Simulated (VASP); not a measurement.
GaAs4: single point with PBE

Crystal: GaAs4.

```xyz
5
Lattice="5.6137 0.0000 0.0000 -2.8069 4.8616 0.0000 0.0000 0.0000 5.1552" Properties=species:S:1:pos:R:3 pbc="T T T"
Ga    0.0000    0.0000    2.5776
As    2.8069    0.0000    0.0000
As   -1.4034    2.4308    0.0000
As    1.4034    2.4308    0.0000
As    0.0000    0.0000    0.0000
```

The cell was built from a structure type or drawn by symmetry, and may not be a known phase.

* Program: VASP 6.6.1
* Task: single point
* Functional: PBE
* Potentials or basis: VASP PAW PBE potentials, release 64 (Ga_d, As)
* Cutoff: 520 eV
* k mesh: 12 × 12 × 8
* Occupations: gaussian, width 0.1 eV
* Spin: no spin polarisation

| Item | Value |
| --- | --- |
| Pressure | 0.1 GPa |
| Band gap on the k mesh | zero (an odd number of electrons rules out a gap without spin polarisation) |

Levels at points of the mesh, in eV from the Fermi level:
```
           k point  band 12  band 13  band 14  band 15  band 16  band 17  band 18  band 19  band 20  band 21
(0.00, 0.00, 0.00)    -5.53    -4.62    -4.07    -1.04     0.67     0.67     2.51     2.51     3.55     3.69
(0.50, 0.00, 0.00)    -3.38    -3.00    -2.00    -1.32    -1.01    -0.32     0.23     0.36     0.42     1.50
(0.00, 0.00, 0.50)    -5.77    -5.50    -2.10     0.21     0.21     1.09     1.09     2.05     3.35     3.48
(0.50, 0.00, 0.50)    -3.11    -2.98    -1.09    -1.04    -0.97    -0.72     0.37     0.39     2.26     2.87
```

Wall time 2.1 min on 1 thread of Intel(R) Xeon(R) 6975P-C (Granite Rapids), with other jobs on the host, peak memory 0.44 GiB.
